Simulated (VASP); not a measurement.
# Si (Fd-3m) in VASP: notebook, part 2 of 2

VASP 6.6.1. Earlier steps stand in the parts before.

### 3 Electric field gradients, LDA (volume scaled by 1.01)

INCAR reads:

```
SYSTEM = Si
PREC = Accurate
ENCUT = 520
EDIFF = 1E-8
ISMEAR = -1
SIGMA = 0.08
LREAL = .False.
LASPH = .True.
NELM = 60
ALGO = Normal
ISIF = 2
LWAVE = .False.
LCHARG = .False.
LEFG = .True.
NBANDS = 11
```

KPOINTS reads:

```
regular mesh
0
Gamma
  11 11 11
  0 0 0
```

POSCAR reads:

```
Si
1.0
    0.0000000000      2.7244915613      2.7244915613
    2.7244915613      0.0000000000      2.7244915613
    2.7244915613      2.7244915613      0.0000000000
Si
2
Direct
    0.5000000000      0.5000000000      0.5000000000
    0.7500000000      0.7500000000      0.7500000000
```

Potentials or basis: VASP PAW LDA potentials, release 64 (Si).

On the command line:

```console
$ cat potpaw_LDA.64/Si/POTCAR > POTCAR
$ mpirun -np 1 vasp_std > vasp.out
```

OUTCAR:

```text
SYSTEM = Si
   PREC = Accurate
   ENCUT = 520
   EDIFF = 1E-8
   ISMEAR = -1
   LREAL = .False.
   LASPH = .True.
   NELM = 60
   ISIF = 2

 ion  position               nearest neighbor table
   1  0.500  0.500  0.500-   2 2.36   2 2.36   2 2.36   2 2.36
   2  0.750  0.750  0.750-   1 2.36   1 2.36   1 2.36   1 2.36

  LATTYP: Found a face centered cubic cell.
 ALAT       =     5.4489831226

  Lattice vectors:

 A1 = (   0.0000000000,   2.7244915613,   2.7244915613)
 A2 = (   2.7244915613,   0.0000000000,   2.7244915613)
 A3 = (   2.7244915613,   2.7244915613,   0.0000000000)
[... 550 lines left out ...]
  free  energy   TOTEN  =       -11.9121263083 eV

  energy  without entropy=      -11.9116526618  energy(sigma->0) =      -11.91188949

 Electric field gradients (V/A^2)
---------------------------------------------------------------------
 ion       V_xx      V_yy      V_zz      V_xy      V_xz      V_yz
---------------------------------------------------------------------
   1       0.000    -0.000     0.000     0.000     0.000     0.000
   2      -0.000     0.000     0.000     0.000     0.000     0.000
---------------------------------------------------------------------

 Electric field gradients after diagonalization (V/A^2)
 (convention: |V_zz| > |V_xx| > |V_yy|)
----------------------------------------------------------------------
 ion       V_xx      V_yy      V_zz     asymmetry (V_yy - V_xx)/ V_zz
----------------------------------------------------------------------
   1      -0.000    -0.000     0.000       0.000
   2      -0.000    -0.000     0.000       0.000
----------------------------------------------------------------------

           NMR quadrupolar parameters

 Cq : quadrupolar parameter    Cq=e*Q*V_zz/h
 eta: asymmetry parameters     (V_yy - V_xx)/ V_zz
 Q  : nuclear electric quadrupole moment in mb (millibarn)
----------------------------------------------------------------------
 ion       Cq(MHz)       eta       Q (mb)
----------------------------------------------------------------------
   1       0.000       0.000       1.000
   2       0.000       0.000       1.000
----------------------------------------------------------------------
```

OSZICAR:

```text
N       E                     dE             d eps       ncg     rms          rms(c)
DAV:   1     0.828447860142E+01    0.82845E+01   -0.33867E+03  1232   0.596E+02
DAV:   2    -0.115324272313E+02   -0.19817E+02   -0.18993E+02  1668   0.880E+01
DAV:   3    -0.121614353010E+02   -0.62901E+00   -0.62757E+00  1567   0.138E+01
DAV:   4    -0.121662040796E+02   -0.47688E-02   -0.47682E-02  1484   0.151E+00
DAV:   5    -0.121662518537E+02   -0.47774E-04   -0.47774E-04  1579   0.140E-01    0.494E+00
DAV:   6    -0.119920490134E+02    0.17420E+00   -0.98614E-02  1397   0.124E+00    0.295E+00
DAV:   7    -0.119119430186E+02    0.80106E-01   -0.17760E-01  1397   0.172E+00    0.214E-01
DAV:   8    -0.119121461765E+02   -0.20316E-03   -0.76551E-03  1385   0.475E-01    0.799E-02
DAV:   9    -0.119121208612E+02    0.25315E-04   -0.21018E-04  1545   0.777E-02    0.618E-02
DAV:  10    -0.119121264584E+02   -0.55972E-05   -0.15837E-05  1431   0.232E-02    0.257E-02
DAV:  11    -0.119121263056E+02    0.15278E-06   -0.92692E-07  1460   0.501E-03    0.208E-03
DAV:  12    -0.119121263083E+02   -0.26911E-08   -0.22421E-08  1446   0.891E-04
   1 F= -.11912126E+02 E0= -.11911889E+02  d E =-.473646E-03
```

Run time: 17 s. Hardware: 1 thread of Intel Xeon 6975P-C, shared host; peak memory 0.15 GiB.

Results:

```yaml
Free_energy: -11.9121 eV
Pressure: -2.3 GPa
Band_gap_on_the_k_mesh: 0.51 eV, indirect (least direct gap 2.52 eV)
```

Caveat: without QUAD_EFG the Cq values of the log hold for a quadrupole moment of 1 mb, not for the nuclei.

### 4 Electric field gradients, LDA (volume scaled by 1.04)

INCAR reads:

```
PREC = Accurate ; ENCUT = 520
EDIFF = 1E-8 ; ISMEAR = -1
SIGMA = 0.08 ; LREAL = F
LASPH = T ; NELM = 60
ALGO = Normal ; ISIF = 2
LWAVE = F ; LCHARG = F
GGA = CA ; LEFG = T
NBANDS = 11
```

KPOINTS reads:

```
Automatic mesh
0
Gamma
  11 11 11
```

POSCAR reads:

```
Si
1.0
    0.0000000000      2.7512039663      2.7512039663
    2.7512039663      0.0000000000      2.7512039663
    2.7512039663      2.7512039663      0.0000000000
Si
2
Direct
    0.5000000000      0.5000000000      0.5000000000
    0.7500000000      0.7500000000      0.7500000000
```

Potentials or basis: VASP PAW LDA potentials, release 64 (Si).

On the command line:

```console
$ cat potpaw_LDA.64/Si/POTCAR > POTCAR
$ mpirun -np 1 vasp_std > vasp.out
```

OUTCAR:

```text
PREC = Accurate
   ENCUT = 520
   EDIFF = 1E-8
   ISMEAR = -1
   LREAL = F
   LASPH = T
   NELM = 60
   ISIF = 2
   GGA = CA

 ion  position               nearest neighbor table
   1  0.500  0.500  0.500-   2 2.38   2 2.38   2 2.38   2 2.38
   2  0.750  0.750  0.750-   1 2.38   1 2.38   1 2.38   1 2.38

  LATTYP: Found a face centered cubic cell.
 ALAT       =     5.5024079326

  Lattice vectors:

 A1 = (   0.0000000000,   2.7512039663,   2.7512039663)
 A2 = (   2.7512039663,   0.0000000000,   2.7512039663)
 A3 = (   2.7512039663,   2.7512039663,   0.0000000000)

[... 549 lines left out ...]
  free  energy   TOTEN  =       -11.8855426839 eV

  energy  without entropy=      -11.8851606955  energy(sigma->0) =      -11.88535169

 Electric field gradients (V/A^2)
---------------------------------------------------------------------
 ion       V_xx      V_yy      V_zz      V_xy      V_xz      V_yz
---------------------------------------------------------------------
   1       0.000     0.000     0.000     0.000     0.000     0.000
   2       0.000     0.000     0.000     0.000     0.000     0.000
---------------------------------------------------------------------

 Electric field gradients after diagonalization (V/A^2)
 (convention: |V_zz| > |V_xx| > |V_yy|)
----------------------------------------------------------------------
 ion       V_xx      V_yy      V_zz     asymmetry (V_yy - V_xx)/ V_zz
----------------------------------------------------------------------
   1      -0.000    -0.000     0.000       0.000
   2      -0.000    -0.000     0.000       0.000
----------------------------------------------------------------------

           NMR quadrupolar parameters

 Cq : quadrupolar parameter    Cq=e*Q*V_zz/h
 eta: asymmetry parameters     (V_yy - V_xx)/ V_zz
 Q  : nuclear electric quadrupole moment in mb (millibarn)
----------------------------------------------------------------------
 ion       Cq(MHz)       eta       Q (mb)
----------------------------------------------------------------------
   1       0.000       0.000       1.000
   2       0.000       0.000       1.000
----------------------------------------------------------------------
```

OSZICAR:

```text
N       E                     dE             d eps       ncg     rms          rms(c)
DAV:   1     0.745735419277E+01    0.74574E+01   -0.33130E+03  1232   0.589E+02
DAV:   2    -0.115255309065E+02   -0.18983E+02   -0.18298E+02  1652   0.872E+01
DAV:   3    -0.121160180597E+02   -0.59049E+00   -0.58872E+00  1565   0.135E+01
DAV:   4    -0.121211757878E+02   -0.51577E-02   -0.51570E-02  1483   0.161E+00
DAV:   5    -0.121212321435E+02   -0.56356E-04   -0.56356E-04  1602   0.155E-01    0.475E+00
DAV:   6    -0.119608276099E+02    0.16040E+00   -0.87300E-02  1391   0.116E+00    0.283E+00
DAV:   7    -0.118853262677E+02    0.75501E-01   -0.16141E-01  1423   0.164E+00    0.186E-01
DAV:   8    -0.118855590609E+02   -0.23279E-03   -0.70290E-03  1403   0.453E-01    0.761E-02
DAV:   9    -0.118855369338E+02    0.22127E-04   -0.19197E-04  1550   0.749E-02    0.600E-02
DAV:  10    -0.118855428327E+02   -0.58990E-05   -0.14563E-05  1414   0.224E-02    0.231E-02
DAV:  11    -0.118855426813E+02    0.15141E-06   -0.84087E-07  1455   0.474E-03    0.204E-03
DAV:  12    -0.118855426839E+02   -0.25310E-08   -0.20704E-08  1455   0.845E-04
   1 F= -.11885543E+02 E0= -.11885352E+02  d E =-.381988E-03
```

stdout:

```text
POSCAR found type information on POSCAR Si
 POSCAR found :  1 types and       2 ions
 scaLAPACK will be used
 LDA part: xc-table for (Slater(with rela. corr.)+CA(PZ))
 , standard interpolation
 POSCAR, INCAR and KPOINTS ok, starting setup
 FFT: planning ... GRIDC
 FFT: planning ... GRID_SOFT
 FFT: planning ... GRID
 WAVECAR not read
 entering main loop
ion   1

ion   2
```

It took 19 s on 1 thread of Intel Xeon 6975P-C, shared host; peak memory 0.15 GiB.

Results:

| Property | Result |
| --- | --- |
| Free energy | -11.8855 eV |
| Pressure | -4.7 GPa |
| Band gap on the k mesh | 0.56 eV, indirect (least direct gap 2.45 eV) |

Caveat: without QUAD_EFG the Cq values of the log hold for a quadrupole moment of 1 mb, not for the nuclei. A k mesh can miss the band edges.
